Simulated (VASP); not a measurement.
# Au (Fm-3m) in VASP: notebook, part 2 of 2

VASP 6.6.1. The steps go on from the part before.

## 5. Single point, PBEsol

This run uses another cell than the first one, of 17.02 Å³/atom.

Contents of INCAR:

```
SYSTEM = Au
PREC = Accurate ; ENCUT = 500
EDIFF = 1E-6 ; ISMEAR = 0
SIGMA = 0.05 ; LREAL = .False.
LASPH = .True. ; NELM = 120
ALGO = Normal ; ISIF = 2
LWAVE = .False. ; LCHARG = .False.
GGA = PS ; NBANDS = 12
GGA_COMPAT = .False.
```

Contents of KPOINTS:

```
Automatic mesh
0
Gamma
  20 20 20
  0 0 0
```

Contents of POSCAR:

```
Au
1.0
    0.0000000000      2.0417471565      2.0417471565
    2.0417471565      0.0000000000      2.0417471565
    2.0417471565      2.0417471565      0.0000000000
Au
1
Direct
    0.0000000000      0.0000000000      0.0000000000
```

Potentials or basis: VASP PAW PBE potentials, release 64 (Au).

Command:

```
$ cat potpaw_PBE.64/Au/POTCAR > POTCAR
$ mpirun -np 1 vasp_std > vasp.out
```

OUTCAR:

```text
SYSTEM = Au
   PREC = Accurate
   ENCUT = 500
   EDIFF = 1E-6
   ISMEAR = 0
   LREAL = .False.
   LASPH = .True.
   NELM = 120
   ISIF = 2
   GGA = PS

 ion  position               nearest neighbor table
   1  0.000  0.000  0.000-

  LATTYP: Found a face centered cubic cell.
 ALAT       =     4.0834943130

  Lattice vectors:

 A1 = (   0.0000000000,   2.0417471565,   2.0417471565)
 A2 = (   2.0417471565,   0.0000000000,   2.0417471565)
 A3 = (   2.0417471565,   2.0417471565,   0.0000000000)

[... 538 lines left out ...]
     12      33.4143      0.00000

 [... further k-points ...]

------------------------ aborting loop because EDIFF is reached ----------------------------------------

  FORCE on cell =-STRESS in cart. coord.  units (eV):
  Direction    XX          YY          ZZ          XY          YZ          ZX
  --------------------------------------------------------------------------------------
  -------------------------------------------------------------------------------------
  Total       -0.0295800     -0.0295800     -0.0295800     -0.0000000     -0.0000000      0.0000000
  in kB       -2.7840199     -2.7840199     -2.7840199     -0.0000000     -0.0000000      0.0000000
  external PRESSURE =      -2.7840199 kB  Pullay stress =       0.0000000 kB

 VOLUME and BASIS-vectors are now :
 -----------------------------------------------------------------------------
  energy-cutoff  :      500.00
  volume of cell :       17.02
      direct lattice vectors                 reciprocal lattice vectors
     0.000000000  2.041747157  2.041747157    -0.244888305  0.244888305  0.244888305
     2.041747157  0.000000000  2.041747157     0.244888305 -0.244888305  0.244888305
     2.041747157  2.041747157  0.000000000     0.244888305  0.244888305 -0.244888305

 POSITION                                       TOTAL-FORCE (eV/Angst)
 -----------------------------------------------------------------------------------
      0.00000      0.00000      0.00000        -0.000000     -0.000000     -0.000000
 -----------------------------------------------------------------------------------
    total drift:                               -0.000000      0.000000      0.000000

  FREE ENERGIE OF THE ION-ELECTRON SYSTEM (eV)
  ---------------------------------------------------
  free  energy   TOTEN  =        -3.9246199689 eV

  energy  without entropy=       -3.9242883651  energy(sigma->0) =       -3.92445417
```

stdout:

```text
POSCAR found type information on POSCAR Au
 POSCAR found :  1 types and       1 ions
 scaLAPACK will be used
 -----------------------------------------------------------------------------
|                                                                             |
|                                                                             |
|     You enforced a specific xc type in the INCAR file but a different       |
|     I HOPE YOU KNOW WHAT YOU ARE DOING!                                     |
|                                                                             |
 -----------------------------------------------------------------------------

 LDA part: xc-table for (Slater+PW92), standard interpolation
 POSCAR, INCAR and KPOINTS ok, starting setup
 FFT: planning ... GRIDC
 FFT: planning ... GRID_SOFT
 FFT: planning ... GRID
 WAVECAR not read
 entering main loop
```

Wall time 58 s (1 thread of Intel Xeon 8259CL, shared host); peak memory 0.18 GiB.

What came out:

```yaml
Free_energy: -3.9246 eV
Pressure: -0.3 GPa
Band_gap_on_the_k_mesh: zero (an odd number of electrons rules out a gap without spin polarisation)
```

Caveat: the PAW data sets were made with another functional, which shifts forces and pressure a little; spin-orbit coupling is left out, which moves the levels of the heavy elements.

## 6. Relaxation of cell and atoms, PBEsol

This run uses another cell than the first one, of 16.85 Å³/atom.

Contents of INCAR:

```
PREC = Accurate
ENCUT = 500
EDIFF = 1E-7
ISMEAR = 0
SIGMA = 0.05
LREAL = False
LASPH = True
NELM = 120
ALGO = Normal
ISIF = 3
LWAVE = False
LCHARG = False
GGA = PS
IBRION = 2
NSW = 60
EDIFFG = -0.02
GGA_COMPAT = False
NELMIN = 4
```

Contents of KPOINTS:

```
regular mesh
0
Gamma
  20 20 20
```

Contents of POSCAR:

```
Au
1.0
    0.0000000000      2.0350000000      2.0350000000
    2.0350000000      0.0000000000      2.0350000000
    2.0350000000      2.0350000000      0.0000000000
Au
1
Direct
    0.0000000000      0.0000000000      0.0000000000
```

Potentials or basis: VASP PAW PBE potentials, release 64 (Au).

Command:

```
$ cat potpaw_PBE.64/Au/POTCAR > POTCAR
$ mpirun -np 1 vasp_std > vasp.out
```

OUTCAR:

```text
PREC = Accurate
   ENCUT = 500
   EDIFF = 1E-7
   ISMEAR = 0
   LREAL = False
   LASPH = True
   NELM = 120
   ISIF = 3
   GGA = PS
   IBRION = 2
   NSW = 60
   EDIFFG = -0.02
   NELMIN = 4

 ion  position               nearest neighbor table
   1  0.000  0.000  0.000-

  LATTYP: Found a face centered cubic cell.
 ALAT       =     4.0700000000

  Lattice vectors:

 A1 = (   0.0000000000,   2.0350000000,   2.0350000000)
 A2 = (   2.0350000000,   0.0000000000,   2.0350000000)
 A3 = (   2.0350000000,   2.0350000000,   0.0000000000)

Analysis of symmetry for initial positions (statically):
=====================================================================
 Subroutine PRICEL returns:
 Original cell was already a primitive cell.

[... 253 lines left out ...]
 fundamental gap:      0.0580200038
 Fermi energy:         9.2864322592

 k-point     1 :       0.0000    0.0000    0.0000
  band No.  band energies     occupation
      1      -0.6264      2.00000
      2       4.6309      2.00000
      3       4.6309      2.00000
      4       4.6309      2.00000
      5       6.1680      2.00000
      6       6.1680      2.00000
      7      23.8192      0.00000
      8      27.8287      0.00000
      9      27.8287      0.00000
[... 265 lines left out ...]
 k-point    24 :      -0.3500    0.0500    0.0000
  band No.  band energies     occupation
      1       1.9709      2.00000
      2       4.6997      2.00000
      3       4.7616      2.00000
      4       5.7083      2.00000
      5       6.8161      2.00000
      6       7.3543      2.00000
      7      15.9296      0.00000
      8      23.8979      0.00000
      9      26.5487      0.00000

 [... further k-points ...]

------------------------ aborting loop because EDIFF is reached ----------------------------------------

  FORCE on cell =-STRESS in cart. coord.  units (eV):
  Direction    XX          YY          ZZ          XY          YZ          ZX
  --------------------------------------------------------------------------------------
  -------------------------------------------------------------------------------------
  Total       -0.0000123     -0.0000123     -0.0000123      0.0000000      0.0000000      0.0000000
  in kB       -0.0011607     -0.0011607     -0.0011607      0.0000000      0.0000000      0.0000000
  external PRESSURE =      -0.0011607 kB  Pullay stress =       0.0000000 kB
[... 16 lines left out ...]
  FREE ENERGIE OF THE ION-ELECTRON SYSTEM (eV)
  ---------------------------------------------------
  free  energy   TOTEN  =        -3.9245052682 eV

  energy  without entropy=       -3.9241751160  energy(sigma->0) =       -3.92434019

 reached required accuracy - stopping structural energy minimisation
```

OSZICAR:

```text
N       E                     dE             d eps       ncg     rms          rms(c)
DAV:   1     0.411685248074E+02    0.41169E+02   -0.57897E+03  5096   0.106E+03
DAV:   2    -0.388366775686E+01   -0.45052E+02   -0.42031E+02  4739   0.196E+02
DAV:   3    -0.426210295825E+01   -0.37844E+00   -0.37703E+00  5530   0.190E+01
DAV:   4    -0.426307882842E+01   -0.97587E-03   -0.97585E-03  5123   0.997E-01
[... 20 lines left out ...]
DAV:   3    -0.392449425567E+01    0.10460E-02   -0.49564E-03  4744   0.649E-01    0.269E-01
DAV:   4    -0.392450564375E+01   -0.11388E-04   -0.20399E-04  4902   0.119E-01    0.175E-02
DAV:   5    -0.392450447580E+01    0.11679E-05   -0.23542E-06  4874   0.171E-02    0.185E-03
DAV:   6    -0.392450523934E+01   -0.76354E-06   -0.13364E-07  4975   0.295E-03    0.313E-04
DAV:   7    -0.392450526822E+01   -0.28871E-07   -0.30009E-09  2382   0.493E-04
   3 F= -.39245053E+01 E0= -.39243402E+01  d E =-.654852E-03
```

Run time: 1.8 min. Hardware: 1 thread of Intel Xeon 8259CL, shared host; peak memory 0.18 GiB.

What came out:

* Free energy: -3.9245 eV
* Relaxed volume: 17.00 Å³/atom
* Relaxed cell: a = 2.886 Å, b = 2.886 Å, c = 2.886 Å, α = 60.00°, β = 60.00°, γ = 60.00°
* Space group after relaxing (to 0.1 Å): Fm-3m (No. 225)
* Energy gained by relaxing: 0.7 meV/atom
* Ionic steps: 3
* Pressure after relaxing: 0.0 GPa
* Band gap on the k mesh: zero (an odd number of electrons rules out a gap without spin polarisation)

The path:
| step | energy change (eV) | largest force (eV/Å) | pressure (GPa) | volume (Å³) |
| --- | --- | --- | --- | --- |
| 1 | 0.0000 | 0.0000 | 1.50 | 16.85 |
| 2 | 0.0013 | 0.0000 | -2.44 | 17.24 |
| 3 | -0.0007 | 0.0000 | 0.00 | 17.00 |

Final structure:
```xyz
1
Lattice="0.0000 2.0407 2.0407 2.0407 0.0000 2.0407 2.0407 2.0407 0.0000" Properties=species:S:1:pos:R:3 pbc="T T T"
Au    0.0000    0.0000    0.0000
```

Caveat: the PAW data sets were made with another functional, which shifts forces and pressure a little; spin-orbit coupling is left out, which moves the levels of the heavy elements.

## 7. Relaxation of cell and atoms, PBEsol, target pressure 15 GPa, at which the enthalpy is minimised

This run uses another cell than the first one, of 16.85 Å³/atom.

Contents of INCAR:

```
PREC     = Accurate       # precision mode
ENCUT    = 500            # plane-wave cutoff, eV
EDIFF    = 1E-7           # SCF threshold, eV
ISMEAR   = 0              # smearing method
SIGMA    = 0.05           # smearing width, eV
LREAL    = F              # projectors in reciprocal space
LASPH    = T              # aspherical terms in the spheres
NELM     = 120            # most SCF steps
ALGO     = Normal         # electronic algorithm
ISIF     = 3              # what is computed and relaxed
LWAVE    = F              # write WAVECAR
LCHARG   = F              # write CHGCAR
GGA      = PS             # functional
IBRION   = 2              # ionic algorithm
NSW      = 60             # ionic steps
EDIFFG   = -0.02          # ionic threshold
PSTRESS  = 150.0        
GGA_COMPAT= F            
NELMIN   = 4
```

Contents of KPOINTS:

```
Automatic mesh
0
Gamma
  20 20 20
```

POSCAR is that of step 6.

Command:

```
$ cat potpaw_PBE.64/Au/POTCAR > POTCAR
$ mpirun -np 1 vasp_std > vasp.out
```

Run time: 3 min. Hardware: 1 thread of Intel Xeon 8259CL, shared host; peak memory 0.19 GiB.

The run converged. Its results:

```yaml
Free_energy: -3.8738 eV
Relaxed_volume: 15.83 Å³/atom
Relaxed_cell: a = 2.819 Å, b = 2.819 Å, c = 2.819 Å, α = 60.00°, β = 60.00°, γ = 60.00°
Space_group_after_relaxing_to_0.1_Å: Fm-3m (No. 225)
Energy_change_on_relaxing_the_run_minimises_the_enthalpy: +50.0 meV/atom
Ionic_steps: 5
Pressure_after_relaxing: 15.1 GPa
Band_gap_on_the_k_mesh: zero (an odd number of electrons rules out a gap without spin polarisation)
```

The path:
```tsv
step	energy change (eV)	largest force (eV/Å)	pressure (GPa)	volume (Å³)
1	0.0000	0.0000	1.50	16.85
2	0.5988	0.0000	72.77	13.62
3	0.0446	0.0000	14.16	15.89
4	0.0482	0.0000	14.79	15.85
5	0.0500	0.0000	15.10	15.83
```

Final structure:
```xyz
1
Lattice="0.0000 1.9931 1.9931 1.9931 0.0000 1.9931 1.9931 1.9931 0.0000" Properties=species:S:1:pos:R:3 pbc="T T T"
Au    0.0000    0.0000    0.0000
```

Levels at points of the mesh, in eV from the Fermi level:
```tsv
k point	band 3	band 4	band 5	band 6	band 7	band 8	band 9
(0.00, 0.00, 0.00)	-5.07	-5.07	-3.33	-3.33	14.40	18.82	18.82
(0.50, 0.00, 0.00)	-5.12	-1.97	-1.97	-1.36	3.50	13.85	17.66
(0.50, 0.50, 0.00)	-2.01	-1.60	-1.60	0.77	6.40	10.18	10.18
```

Caveat: the cell is relaxed towards a set pressure, so the run minimises the enthalpy, not the energy; the PAW data sets were made with another functional, which shifts forces and pressure a little; spin-orbit coupling is left out, which moves the levels of the heavy elements.

## 8. Overview

| task | cell | gap on the mesh (eV) | pressure (GPa) |
| --- | --- | --- | --- |
| single point | a = 2.735 Å, angles 60.0°, 1 atom | none | 44.7 |
| single point | a = 2.772 Å, angles 60.0°, 1 atom | none | 29.7 |
| single point | a = 2.820 Å, angles 60.0°, 1 atom | none | 14.7 |
| single point | a = 2.887 Å, angles 60.0°, 1 atom | none | -0.3 |
| relaxation of cell and atoms | relaxed from a = 2.878 Å, angles 60.0°, 1 atom | none | 0.0 |
| relaxation of cell and atoms | relaxed to 15 GPa from a = 2.878 Å, angles 60.0°, 1 atom | none | 15.1 |

Alike in all rows: level PBEsol; potentials or basis VASP PAW PBE potentials, release 64 (Au); no spin polarisation; k mesh 20 × 20 × 20; cutoff (eV) 500; smearing gaussian 0.05 eV.

Caveats: the PAW data sets were made with another functional, which shifts forces and pressure a little; spin-orbit coupling is left out, which moves the levels of the heavy elements; the cell stands under pressure (at least some runs); the cell is relaxed towards a set pressure, so the run minimises the enthalpy, not the energy (at least some runs).

Absolute energies hang on the potentials; compare differences alone.

The gap in the log of VASP goes by the Fermi energy; the results here count the filled bands.